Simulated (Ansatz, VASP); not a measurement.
## One calculation of SnO, two programs

Contents of INCAR:

```
SYSTEM = SnO
PREC = Accurate
ENCUT = 520
EDIFF = 1E-7
ISMEAR = -1
SIGMA = 0.02
LREAL = .False.
LASPH = .True.
NELM = 80
ALGO = Normal
ISIF = 2
LWAVE = .False.
LCHARG = .True.
GGA = PE
LELF = .True.
LVHAR = .True.
NBANDS = 17
```

Contents of KPOINTS:

```
regular mesh
0
Gamma
  8 8 8
  0 0 0
```

POSCAR

```
SnO
1.0
    0.0000000000      2.5587916661      2.5587916661
    2.5587916661      0.0000000000      2.5587916661
    2.5587916661      2.5587916661      0.0000000000
Sn O
1 1
Direct
    0.0000000000      0.0000000000      0.0000000000
    0.5000000000      0.5000000000      0.5000000000
```

Input for Ansatz:

```yaml
crystal:
  lattice:
    - [0.0, 2.5587916661, 2.5587916661]
    - [2.5587916661, 0.0, 2.5587916661]
    - [2.5587916661, 2.5587916661, 0.0]
  atoms:
    - { symbol: Sn, position: [0.0, 0.0, 0.0] }
    - { symbol: O, position: [0.5, 0.5, 0.5] }
kpoints:
  mp_grid: { grid: [8, 8, 8] }
hamiltonian:
  xc: pbe
scf:
  occupations: { method: fermi_dirac, width: 0.02 }
  n_extra_bands: 4
output:
  forces: true
  stress: true
  eigenvalues: true
```

Alike in both runs: task single point; functional PBE; k mesh 8 × 8 × 8; occupations fermi-dirac, width 0.02 eV; no spin polarisation.

```csv
,VASP,Ansatz
version,VASP 6.6.1,Ansatz 0.2.0
potentials or method,"VASP PAW PBE potentials, release 64 (Sn_d, O)","plane waves, PAW"
plane-wave cutoff (eV),520,420
valence electrons in the cell,20,20
```

```tsv
	VASP	Ansatz	Ansatz less VASP
gap on the k mesh at the Fermi level (eV)	0.89	0.89	+0.002
pressure (GPa)	-0.1	-0.1	-0.01
```

With one functional, cell and mesh, what is left measures potentials, basis and numerics.
